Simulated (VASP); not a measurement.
A run of VASP 6.6.1 is set up as follows.

POSCAR

```
C
1.0
    2.5038701137      0.0000000000      0.0000000000
   -1.2519350569      2.1684151262      0.0000000000
    0.0000000000      0.0000000000      4.1271665148
C
4
Direct
    0.3333333333      0.6666666667     -0.0002547465
    0.6666666667      0.3333333333      0.4997452535
    0.3333333333      0.6666666667      0.3742547465
    0.6666666667      0.3333333333      0.8742547465
```

The input INCAR.step1:

```
SYSTEM = C
  PREC = Accurate
  ENCUT = 520
  ISMEAR = 0
  SIGMA = 0.02
  LREAL = .FALSE.
  LASPH = .TRUE.
  NELM = 60
  NBANDS = 16
  GGA = PE
  ALGO = Normal
  EDIFF = 1E-4
  LWAVE = .TRUE.
  LCHARG = .FALSE.
```

The input INCAR.step2:

```
SYSTEM = C
  PREC = Accurate
  ENCUT = 520
  EDIFF = 1E-6
  ISMEAR = 0
  SIGMA = 0.02
  LREAL = .FALSE.
  LASPH = .TRUE.
  NELM = 60
  ALGO = Normal
  ISIF = 2
  LWAVE = .FALSE.
  LCHARG = .TRUE.
  METAGGA = R2SCAN
  LMIXTAU = .TRUE.
  LELF = .TRUE.
  LVHAR = .TRUE.
  NBANDS = 16
  ISTART = 1
```

File KPOINTS:

```
Automatic mesh
0
G
  9 9 6
  0 0 0
```

Potentials or basis: VASP PAW PBE potentials, release 64 (C).

Command:

```console
$ cat potpaw_PBE.64/C/POTCAR > POTCAR
$ cp INCAR.step1 INCAR
$ mpirun -np 1 vasp_std > vasp.out
$ cp INCAR.step2 INCAR
$ mpirun -np 1 vasp_std > vasp.out
```

**Question.** Estimate the largest force.

**Answer.** 0.004 eV/Å.

**Question.** What does it give for the band gap on the k mesh?

**Answer.** 3.53 eV, indirect (least direct gap 5.07 eV).

**Question.** What does it give for the pressure?

**Answer.** 5.6 GPa.

Stress tensor (GPa, compression positive):
```
 0.84  0.00  0.00
 0.00  0.84  0.00
 0.00  0.00 15.17
```

Caveat: the cell differs from its parent crystal (strained cell); the PAW data sets were made with another functional, which shifts forces and pressure a little. A k mesh can miss the band edges.
